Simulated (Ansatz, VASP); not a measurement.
One calculation of Ga4SbAs, two programs

```
CELL_PARAMETERS angstrom
5.83911 0.00000 0.00000
-2.91955 5.05682 0.00000
0.00000 0.00000 4.52896
ATOMIC_POSITIONS crystal
Ga 0.66667 0.33333 0.00000
Ga 0.50301 0.00603 0.50000
Ga 0.99397 0.49699 0.50000
Ga 0.50301 0.49699 0.50000
Sb 0.33333 0.66667 0.00000
As 0.00000 0.00000 0.00000
```

Change from the starting cell: species swapped into the TmAlCo4 type (P-6m2, No. 187).

Alike in both runs: task relaxation of cell and atoms; functional PBE; k mesh 3 × 3 × 4; occupations gaussian, width 0.1 eV; no spin polarisation.

```csv
,VASP,Ansatz
version,VASP 6.6.1,Ansatz 0.2.0
potentials or method,"VASP PAW PBE potentials, release 64 (Ga_d, Sb, As), cutoff 600 eV","scalar-relativistic, plane waves, PAW"
valence electrons in the cell,62,82
```

```csv
,VASP,Ansatz,Ansatz less VASP
"gap on the k mesh at the Fermi level, each at its own relaxed structure (eV)",none,none,-
relaxed volume (Å³/atom),22.49,22.57,+0.080
relaxed cell length with the largest relative difference (Å),5.883,5.893,+0.0106
```

A gap of «none» marks a metal or a gap that the smearing closes. VASP's potentials hold 62 valence electrons a cell and Ansatz's 82, so a difference there can come from the potentials and not from the codes.

The k mesh is coarse, so the values compare programs but aren't converged. Spin-orbit coupling is off throughout.
